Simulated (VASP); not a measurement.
# Si (P6_3/mmc) in VASP: notebook

Si is run at these levels: r2SCAN; tasks: single point.

Program: VASP 6.6.1. These are calculated values, not measurements. Logs are shortened: lines on timing, memory, paths and dates and some standing lists are left out, and cuts for length are marked.

**1. The cell of the first run**

Symmetry: P6_3/mmc, No. 194, hexagonal system. Conventional cell: a = 3.753 Å, b = 3.753 Å, c = 6.203 Å, α = 90.00°, β = 90.00°, γ = 120.00°. Within 3.0 Å of Si (site symmetry 3m) lie 4 Si at 2.30 to 2.32 Å.

**2. Single point, r2SCAN**

POSCAR

```
Si
1.0
    3.7531053624      0.0000000000      0.0000000000
   -1.8765526812      3.2502845869      0.0000000000
    0.0000000000      0.0000000000      6.2033485431
Si
4
Direct
    0.6666666667      0.3333333333      0.9369905000
    0.3333333333      0.6666666667      0.4369905000
    0.6666666667      0.3333333333      0.5630095000
    0.3333333333      0.6666666667      0.0630095000
```

INCAR.step1

```
  ALGO = Normal
  EDIFF = 1E-4
  ENCUT = 520
  GGA = PE
  ISMEAR = -1
  LASPH = True
  LCHARG = False
  LREAL = False
  LWAVE = True
  NBANDS = 16
  NELM = 60
  PREC = Accurate
  SIGMA = 0.05
```

INCAR.step2

```
  ALGO = Normal
  EDIFF = 1E-7
  ENCUT = 520
  ISIF = 2
  ISMEAR = -1
  ISTART = 1
  LASPH = True
  LCHARG = False
  LMIXTAU = True
  LREAL = False
  LWAVE = False
  METAGGA = R2SCAN
  NBANDS = 16
  NELM = 60
  PREC = Accurate
  SIGMA = 0.05
```

KPOINTS

```
k-points
0
Gamma
  8 8 4
```

Potentials or basis: VASP PAW PBE potentials, release 64 (Si).

Launch:

```
cat potpaw_PBE.64/Si/POTCAR > POTCAR
cp INCAR.step1 INCAR
mpirun -np 1 vasp_std > vasp.out
cp INCAR.step2 INCAR
mpirun -np 1 vasp_std > vasp.out
```

OUTCAR:

```text
EDIFF = 1E-7
   ENCUT = 520
   ISIF = 2
   ISMEAR = -1
   ISTART = 1
   LASPH = True
   LREAL = False
   METAGGA = R2SCAN
   NELM = 60
   PREC = Accurate

 ion  position               nearest neighbor table
   1  0.667  0.333  0.937-   4 2.30   4 2.30   4 2.30   3 2.32
   2  0.333  0.667  0.437-   3 2.30   3 2.30   3 2.30   4 2.32
   3  0.667  0.333  0.563-   2 2.30   2 2.30   2 2.30   1 2.32
   4  0.333  0.667  0.063-   1 2.30   1 2.30   1 2.30   2 2.32

  LATTYP: Found a hexagonal cell.
 ALAT       =     3.7531053624
 C/A-ratio  =     1.6528575524

  Lattice vectors:

 A1 = (   3.7531053624,   0.0000000000,   0.0000000000)
 A2 = (  -1.8765526812,   3.2502845869,   0.0000000000)
 A3 = (   0.0000000000,   0.0000000000,   6.2033485431)

Analysis of symmetry for initial positions (statically):
=====================================================================
 Subroutine PRICEL returns:
 Original cell was already a primitive cell.

 Routine SETGRP: Setting up the symmetry group for a
 hexagonal supercell.

 Subroutine GETGRP returns: Found 24 space group operations
 (whereof 12 operations were pure point group operations)
 out of a pool of 24 trial point group operations.

The static configuration has the point symmetry D_3d.
 The point group associated with its full space group is D_6h.

Analysis of symmetry for dynamics (positions and initial velocities):
=====================================================================
 Subroutine PRICEL returns:
 Original cell was already a primitive cell.

 Routine SETGRP: Setting up the symmetry group for a
 hexagonal supercell.

 Subroutine GETGRP returns: Found 24 space group operations
 (whereof 12 operations were pure point group operations)
 out of a pool of 24 trial point group operations.

The dynamic configuration has the point symmetry D_3d.
 The point group associated with its full space group is D_6h.

 Subroutine INISYM returns: Found 24 space group operations
 (whereof 12 operations are pure point group operations),
 and found     1 'primitive' translations

----------------------------------------------------------------------------------------

                                     Primitive cell

  volume of cell :      75.6725

  direct lattice vectors                    reciprocal lattice vectors
     3.753105362  0.000000000  0.000000000     0.266446024  0.153832683  0.000000000
    -1.876552681  3.250284587  0.000000000     0.000000000  0.307665367  0.000000000
     0.000000000  0.000000000  6.203348543     0.000000000  0.000000000  0.161203259

  length of vectors
     3.753105362  3.753105362  6.203348543     0.307665367  0.307665367  0.161203259

  position of ions in fractional coordinates (direct lattice)
     0.666666667  0.333333333  0.936990500
     0.333333333  0.666666667  0.436990500
     0.666666667  0.333333333  0.563009500
     0.333333333  0.666666667  0.063009500

  ion indices of the primitive-cell ions
   primitive index   ion index
                 1           1
                 2           2
                 3           3
                 4           4

----------------------------------------------------------------------------------------

 KPOINTS: k-points

Automatic generation of k-mesh.
 Grid dimensions read from file:
 generate k-points for:    8    8    4

 Generating k-lattice:

  Cartesian coordinates                     Fractional coordinates (reciprocal lattice)
     0.033305753  0.019229085  0.000000000     0.125000000  0.000000000  0.000000000
     0.000000000  0.038458171  0.000000000     0.000000000  0.125000000  0.000000000
     0.000000000  0.000000000  0.040300815     0.000000000  0.000000000  0.250000000

  Length of vectors
     0.038458171  0.038458171  0.040300815

  Shift w.r.t. Gamma in fractional coordinates (k-lattice)
     0.000000000  0.000000000  0.000000000

 Subroutine IBZKPT returns following result:
 ===========================================

 Found     30 irreducible k-points:

 Following reciprocal coordinates:
            Coordinates               Weight
  0.000000  0.000000  0.000000      1.000000
  0.125000 -0.000000  0.000000      6.000000
  0.250000 -0.000000  0.000000      6.000000
  0.375000 -0.000000  0.000000      6.000000
  0.500000 -0.000000  0.000000      3.000000
  0.125000  0.125000  0.000000      6.000000
[... 16 lines left out ...]
  0.250000 -0.000000  0.500000      6.000000
  0.375000 -0.000000  0.500000      6.000000
 [... further k-points ...]
   k-points           NKPTS =     30   k-points in BZ     NKDIM =     30   number of bands    NBANDS=     16
   number of dos      NEDOS =    301   number of ions     NIONS =      4
   total plane-waves  NPLWV =  37632
   dimension x,y,z NGX =    28 NGY =   28 NGZ =   48
   dimension x,y,z NGXF=    56 NGYF=   56 NGZF=   96
   ions per type =               4
   NGX,Y,Z   is equivalent  to a cutoff of  12.40, 12.40, 12.86 a.u.
   NGXF,Y,Z  is equivalent  to a cutoff of  24.81, 24.81, 25.73 a.u.
 SYSTEM =  unknown system
   PREC   = accura    normal or accurate (medium, high low for compatibility)
   ISTART =      1    job   : 0-new  1-cont  2-samecut
   ICHARG =      0    charge: 1-file 2-atom 10-const
   ISPIN  =      1    spin polarized calculation?
   LNONCOLLINEAR =      F non collinear calculations
   LSORBIT =      F    spin-orbit coupling
   LASPH  =      T    aspherical Exc in radial PAW
   ENCUT  =  520.0 eV  38.22 Ry    6.18 a.u.   6.98  6.98 11.53*2*pi/ulx,y,z
   NELM   =     60;   NELMIN=  2; NELMDL=  0     # of ELM steps
   EDIFF  = 0.1E-06   stopping-criterion for ELM
   LREAL  =      F    real-space projection
   EDIFFG = 0.1E-05   stopping-criterion for IOM
   NSW    =      0    number of steps for IOM
   IBRION =     -1    ionic relax: 0-MD 1-quasi-New 2-CG
   NFREE  =      0    steps in history (QN), initial steepest desc. (CG)
   ISIF   =      2    stress and relaxation
   ISYM   =      2    0-nonsym 1-usesym 2-fastsym
   POTIM  = 0.5000    time-step for ionic-motion
   TEBEG  =    0.0;   TEEND  =   0.0 temperature during run
   PSTRESS=    0.0 pullay stress
   NELECT =      16.0000    total number of electrons
   NUPDOWN=      -1.0000    fix difference up-down
   EMIN   =  10.00;   EMAX   =-10.00  energy-range for DOS
   EFERMI =   0.00;   METHOD = LEGACY
   ISMEAR =    -1;   SIGMA  =   0.05  broadening in eV -4-tet -1-fermi 0-gaus
   EFERMI_NEDOS =   21; number of points for ismear=-14 and -15
   IALGO  =     38    algorithm
   IMIX   =      4    mixing-type and parameters
     AMIX     =   0.40;   BMIX     =  1.00
     AMIX_MAG =   1.60;   BMIX_MAG =  1.00
  volume/ion in A,a.u.               =      18.92       127.67
  Fermi-wavevector in a.u.,A,eV,Ry     =   0.975294  1.843038 12.941830  0.951198
  Thomas-Fermi vector in A             =   2.105822
   LORBIT       =      0    0 simple, 1 ext, 2 COOP (PROOUT), +10 PAW based schemes
   METAGGA = R2SCAN    functional components
   LHFCALC =     F    Hartree Fock is set to
   AEXX    =    0.0000 exact exchange contribution
   IVDW    =     0    specifies the selected vdW correction
   LEPSILON=     F    determine dielectric tensor
   LRPA    =     F    only Hartree local field effects (RPA)
 non-spin polarized calculation
  energy-cutoff  :      520.00
  volume of cell :       75.67
 maximum number of plane-waves:      2048
 NGX is ok and might be reduce to    28
   NGX = 13   NGY = 13   NGZ = 23

 number of electron      15.9999999 magnetization

 Free energy of the ion-electron system (eV)
  ---------------------------------------------------
  ext. energy  EPLUGINS =         0.00000000
  ---------------------------------------------------
  free energy    TOTEN  =       -34.94954660 eV

  energy without entropy =      -34.94944610  energy(sigma->0) =      -34.94949635

 E-fermi :   6.8600     XC(G=0): -10.0791

 val. band max:        6.6344353103   @ k =   0.0000   0.0000   0.0000
 cond. band min:       7.1088690459   @ k =   0.5000  -0.0000   0.0000
 fundamental gap:      0.4744337356
 Fermi energy:         6.8599840981

 k-point     1 :       0.0000    0.0000    0.0000
  band No.  band energies     occupation
      1      -6.6250      2.00000
      2      -4.0587      2.00000
      3      -1.2456      2.00000
      4       4.9196      2.00000
      5       4.9196      2.00000
      6       6.2224      1.99999
[... 8 lines left out ...]
     15      11.5242      0.00000
     16      12.8322      0.00000

 k-point     2 :       0.1250   -0.0000    0.0000
  band No.  band energies     occupation
      1      -6.4237      2.00000
      2      -3.8534      2.00000
      3      -1.1296      2.00000
      4       3.5758      2.00000
      5       4.5293      2.00000
      6       5.4179      2.00000
[... 8 lines left out ...]
     15      11.8907      0.00000
     16      12.5729      0.00000

 k-point     3 :       0.2500   -0.0000    0.0000
  band No.  band energies     occupation
      1      -5.8324      2.00000
      2      -3.2477      2.00000
      3      -0.9640      2.00000
      4       1.7369      2.00000
      5       3.3268      2.00000
      6       3.8612      2.00000
[... 8 lines left out ...]
     15      13.0049      0.00000
     16      13.7034      0.00000

 k-point     4 :       0.3750   -0.0000    0.0000
  band No.  band energies     occupation
      1      -4.9172      2.00000
      2      -2.2978      2.00000
      3      -1.6172      2.00000
      4       1.1640      2.00000
      5       1.3608      2.00000
      6       3.3739      2.00000
[... 8 lines left out ...]
     15      14.4540      0.00000
     16      14.9184      0.00000
[... 324 lines left out ...]
 k-point    22 :       0.1250   -0.0000    0.5000
  band No.  band energies     occupation
      1      -5.5501      2.00000
      2      -5.5501      2.00000
      3       2.0907      2.00000
      4       2.0907      2.00000
      5       4.4010      2.00000
      6       4.4010      2.00000
[... 8 lines left out ...]
     15      13.2973      0.00000
     16      13.2973      0.00000

 k-point    23 :       0.2500   -0.0000    0.5000
  band No.  band energies     occupation
      1      -4.9653      2.00000
      2      -4.9653      2.00000
      3       1.4071      2.00000
      4       1.4071      2.00000
      5       3.3910      2.00000
      6       3.3910      2.00000
[... 8 lines left out ...]
     15      13.4970      0.00000
     16      13.4970      0.00000

 k-point    24 :       0.3750   -0.0000    0.5000
  band No.  band energies     occupation
      1      -4.0740      2.00000
      2      -4.0740      2.00000
      3      -0.2440      2.00000
      4      -0.2440      2.00000
      5       3.6671      2.00000
      6       3.6671      2.00000
[... 8 lines left out ...]
     15      15.2579      0.00000
     16      15.2579      0.00000

 [... further k-points ...]

------------------------ aborting loop because EDIFF is reached ----------------------------------------

  FORCE on cell =-STRESS in cart. coord.  units (eV):
  Direction    XX          YY          ZZ          XY          YZ          ZX
  --------------------------------------------------------------------------------------
  -------------------------------------------------------------------------------------
  Total        3.1671940      3.1671940      3.3054982      0.0000000      0.0000000     -0.0000000
  in kB       67.0574314     67.0574314     69.9856791      0.0000000      0.0000000     -0.0000000
  external PRESSURE =      68.0335140 kB  Pullay stress =       0.0000000 kB

 VOLUME and BASIS-vectors are now :
 -----------------------------------------------------------------------------
  energy-cutoff  :      520.00
  volume of cell :       75.67
      direct lattice vectors                 reciprocal lattice vectors
     3.753105362  0.000000000  0.000000000     0.266446024  0.153832683  0.000000000
    -1.876552681  3.250284587  0.000000000     0.000000000  0.307665367  0.000000000
     0.000000000  0.000000000  6.203348543     0.000000000  0.000000000  0.161203259

 POSITION                                       TOTAL-FORCE (eV/Angst)
 -----------------------------------------------------------------------------------
      1.87655      1.08343      5.81248        -0.000000     -0.000000     -0.021890
     -0.00000      2.16686      2.71080         0.000000      0.000000     -0.021890
      1.87655      1.08343      3.49254         0.000000      0.000000      0.021890
     -0.00000      2.16686      0.39087        -0.000000     -0.000000      0.021890
 -----------------------------------------------------------------------------------
    total drift:                               -0.000000      0.000000     -0.000000

  FREE ENERGIE OF THE ION-ELECTRON SYSTEM (eV)
  ---------------------------------------------------
  free  energy   TOTEN  =       -34.9495465958 eV

  energy  without entropy=      -34.9494460955  energy(sigma->0) =      -34.94949635
```

Run time: 2.5 min. Hardware: 1 thread of AMD EPYC 7R43 (Zen 3), shared host; peak memory 0.16 GiB.

What came out:

```yaml
Free_energy: -34.9495 eV
Pressure: 6.8 GPa
Largest_force: 0.022 eV/Å
Band_gap_on_the_k_mesh: 0.47 eV, indirect (least direct gap 1.55 eV)
```

Forces on the atoms (eV/Å):
```
Si   0.000  0.000 -0.022
Si   0.000  0.000 -0.022
Si   0.000  0.000  0.022
Si   0.000  0.000  0.022
```

Stress tensor (GPa, compression positive):
```
6.71 0.00 0.00
0.00 6.71 0.00
0.00 0.00 7.00
```

Caveat: the PAW data sets were made with another functional, which shifts forces and pressure a little. r2SCAN opens gaps a little over a GGA but as a rule still falls short of measured ones.

**3. Single point, r2SCAN**

This run uses another cell than the first one, of 19.32 Å³/atom, 1.021 times its volume.

POSCAR

```
Si
1.0
    3.7795365527      0.0000000000      0.0000000000
   -1.8897682764      3.2731746692      0.0000000000
    0.0000000000      0.0000000000      6.2470355356
Si
4
Direct
    0.6666666667      0.3333333333      0.9369905000
    0.3333333333      0.6666666667      0.4369905000
    0.6666666667      0.3333333333      0.5630095000
    0.3333333333      0.6666666667      0.0630095000
```

INCAR.step1

```
SYSTEM = Si
PREC = Accurate
ENCUT = 520
ISMEAR = -1
SIGMA = 0.05
LREAL = .FALSE.
LASPH = .TRUE.
NELM = 60
NBANDS = 16
GGA = PE
ALGO = Normal
EDIFF = 1E-4
LWAVE = .TRUE.
LCHARG = .FALSE.
```

INCAR.step2

```
SYSTEM = Si
PREC = Accurate
ENCUT = 520
EDIFF = 1E-6
ISMEAR = -1
SIGMA = 0.05
LREAL = .FALSE.
LASPH = .TRUE.
NELM = 60
ALGO = Normal
ISIF = 2
LWAVE = .FALSE.
LCHARG = .FALSE.
METAGGA = R2SCAN
LMIXTAU = .TRUE.
NBANDS = 16
ISTART = 1
```

KPOINTS

```
regular mesh
0
G
  8 8 4
  0 0 0
```

Potentials or basis: VASP PAW PBE potentials, release 64 (Si).

Launch:

```
cat potpaw_PBE.64/Si/POTCAR > POTCAR
cp INCAR.step1 INCAR
mpirun -np 1 vasp_std > vasp.out
cp INCAR.step2 INCAR
mpirun -np 1 vasp_std > vasp.out
```

Wall time 1.8 min (1 thread of AMD EPYC 7R43 (Zen 3), shared host); peak memory 0.16 GiB.

Results (log left out):

- Free energy: -35.0050 eV
- Pressure: 4.3 GPa
- Largest force: 0.012 eV/Å
- Band gap on the k mesh: 0.52 eV, indirect (least direct gap 1.49 eV)

Forces in eV/Å, atoms in the order of the input:
```
Si   0.000  0.000 -0.012
Si   0.000  0.000 -0.012
Si   0.000  0.000  0.012
Si   0.000  0.000  0.012
```

Stress tensor (GPa, compression positive):
```
4.20 0.00 0.00
0.00 4.20 0.00
0.00 0.00 4.44
```

Levels at points of the mesh, in eV from the valence-band top:
```
           k point  band 4  band 5  band 6  band 7  band 8  band 9  band 10  band 11  band 12  band 13
(0.00, 0.00, 0.00)   -1.68   -1.68   -0.40    0.00    0.00    1.49     2.14     2.14     2.60     4.49
(0.50, 0.00, 0.00)   -6.35   -5.08   -3.36   -3.27   -1.58    0.52     2.70     3.19     3.30     4.96
(0.00, 0.00, 0.50)   -4.50   -1.03   -1.03   -1.03   -1.03    2.26     2.26     3.19     3.19     3.19
(0.50, 0.00, 0.50)   -7.76   -2.67   -2.67   -2.67   -2.67    1.15     1.15     1.82     1.82     6.07
```

Caveat: the PAW data sets were made with another functional, which shifts forces and pressure a little. r2SCAN opens gaps a little over a GGA but as a rule still falls short of measured ones.
